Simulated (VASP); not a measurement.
Input of a VASP 6.6.1 run:

Contents of INCAR:

```
SYSTEM = Ge2Pd
  ALGO = Normal
  EDIFF = 1E-6
  EDIFFG = -0.04
  ENCUT = 600
  GGA = PE
  IBRION = 2
  ISIF = 3
  ISMEAR = 0
  LASPH = .True.
  LCHARG = .False.
  LREAL = .False.
  LWAVE = .False.
  NELM = 80
  NSW = 90
  PREC = Accurate
  SIGMA = 0.1
```

File KPOINTS:

```
k-points
0
Gamma
  4 4 4
  0 0 0
```

File POSCAR:

```
Ge2Pd
1.0
    0.0000000000      3.6880830867      3.6880830867
    3.6880830867      0.0000000000      3.6880830867
    3.6880830867      3.6880830867      0.0000000000
Ge Pd
4 2
Direct
    0.6250000000      0.6250000000      0.6250000000
    0.1250000000      0.6250000000      0.6250000000
    0.6250000000      0.6250000000      0.1250000000
    0.6250000000      0.1250000000      0.6250000000
    0.0000000000      0.0000000000      0.0000000000
    0.2500000000      0.2500000000      0.2500000000
```

Potentials or basis: VASP PAW PBE potentials, release 64 (Ge_d, Pd).

Run with:

```bash
$ cat potpaw_PBE.64/Ge_d/POTCAR potpaw_PBE.64/Pd/POTCAR > POTCAR
$ mpirun -np 1 vasp_std > vasp.out
```

**Question.** Predict the band gap on the k mesh.

**Answer.** Zero (band 38 reaches 8.56 eV, above the bottom of band 39 at 6.54 eV).

**Question.** Estimate the relaxed volume.

**Answer.** 18.04 Å³/atom.

**Question.** Predict the relaxed cell.

**Answer.** a = 5.349 Å, b = 5.349 Å, c = 5.349 Å, α = 60.00°, β = 60.00°, γ = 60.00°.

**Question.** What does it give for the space group after relaxing (to 0.05 Å)?

**Answer.** Fd-3m (No. 227).

Final structure:
```
Ge Pd
1.0
     0.00000    3.78235    3.78235
     3.78235    0.00000    3.78235
     3.78235    3.78235    0.00000
Ge Pd
4 2
Direct
  0.62500 0.62500 0.62500
  0.12500 0.62500 0.62500
  0.62500 0.62500 0.12500
  0.62500 0.12500 0.62500
  0.00000 0.00000 0.00000
  0.25000 0.25000 0.25000
```

Caveat: the k points lie up to 0.36 Å⁻¹ apart in the final cell.
